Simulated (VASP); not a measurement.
Crystal: TePb.

```
Pb Te
1.0
    -0.13283    3.23304    3.23304
     3.23304   -0.13283    3.23304
     3.23304    3.23304   -0.13283
Pb Te
1 1
Cartesian
  0.0000 0.0000 0.0000
  3.1666 3.1666 3.1666
```

This cell differs from its parent crystal: epitaxial 111 strain +3.0%.

Base run:

```yaml
Program: VASP 6.6.1
Functional: PBE
Potentials_or_basis: VASP PAW PBE potentials, release 64 (Pb_d, Te)
Cutoff: 520 eV
k_mesh: 4 × 4 × 4
Occupations: gaussian, width 0.01 eV
Spin: no spin polarisation
```

Its results: band gap on the k mesh 0.49 eV (least direct gap 0.78 eV); pressure -0.5 GPa.

The run is repeated on the same cell with these changes: functional from PBE to r2SCAN; k mesh from 4 × 4 × 4 to 8 × 8 × 8. What comes out?

Band gap on the k mesh 0.75 eV (least direct gap 1.06 eV); pressure -1.2 GPa.

Several settings changed at once.

Caveats: the structure was generated, so it needn't be the stable form of TePb; spin-orbit coupling is left out, which moves the levels of the heavy elements; the PAW data sets were made with another functional, which shifts forces and pressure a little (at least some runs).

A k mesh can miss the band edges.
